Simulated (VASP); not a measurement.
Runs of VASP 6.6.1 on Eu. The structure is that of space group Im-3m (No. 229), or close to it. The cells are those of the table. 

```csv
cell,gap on the mesh (eV),pressure (GPa),moment (μB)
"a = 3.806 Å, angles 109.5°, 1 atom",none,-0.3,7.49
"a = 3.837 Å, angles 109.5°, 1 atom",none,(b),7.51
"a = 3.974 Å, angles 109.5°, 1 atom",none,-1.8,7.52
"a = 3.989 Å, angles 109.5°, 1 atom",none,(a),7.52
```

Alike in all rows: task single point; level PBE; potentials or basis VASP PAW PBE potentials, release 64 (Eu); spin collinear, ferromagnetic start; k mesh 6 × 6 × 6; cutoff (eV) 520; smearing gaussian 0.05 eV.

Problem. Fill in the values left out.

Solution. (a) -1.9; (b) -0.6.

Caveats: spin-orbit coupling is left out, which moves the levels of the heavy elements.

A k mesh can miss the band edges, and the runs leave out spin-orbit coupling on Eu.

A gap of «none» marks levels without a gap at the run's occupations.
